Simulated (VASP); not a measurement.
The system is Os.

```
CELL_PARAMETERS angstrom
-1.34175 1.34175 2.04127
1.34175 -1.34175 2.04127
1.34175 1.34175 -2.04127
ATOMIC_POSITIONS crystal
Os 0.00000 0.00000 0.00000
```

- Program: VASP 6.6.1
- Task: relaxation of cell and atoms
- Functional: PBEsol
- Potentials or basis: VASP PAW PBE potentials, release 64 (Os)
- Cutoff: 600 eV
- k mesh: 8 × 8 × 8
- Occupations: gaussian, width 0.1 eV
- Spin: no spin polarisation

At the start: pressure -19.0 GPa; volume 14.70 Å³/atom.

How do energy, volume and symmetry change on relaxing?

Over 10 steps the energy falls by 92.9 meV/atom and the volume is 13.96 Å³/atom (-5.0 %); space group Fm-3m (No. 225, to 0.05 Å).

Step by step:
```tsv
step	energy change (eV)	largest force (eV/Å)	pressure (GPa)	volume (Å³)
1	0.0000	0.0000	-19.03	14.70
2	1.0083	0.0000	157.39	11.24
3	-0.0720	0.0000	1.16	13.93
4	-0.0730	0.0000	3.34	13.86
5	-0.0731	0.0000	4.17	13.84
6	-0.0904	0.0000	-2.75	14.05
7	-0.0928	0.0000	-0.86	13.99
8	-0.0928	0.0000	-0.95	13.99
9	-0.0921	0.0000	2.91	13.87
10	-0.0929	0.0000	0.05	13.96
```

Final structure:
```
Os
1.0
    -1.35111    1.35111    1.91181
     1.35111   -1.35111    1.91181
     1.35111    1.35111   -1.91181
Os
1
Direct
  0.00000 0.00000 0.00000
```

Caveat: the k points lie up to 0.41 Å⁻¹ apart in the final cell; the PAW data sets were made with another functional, which shifts forces and pressure a little.
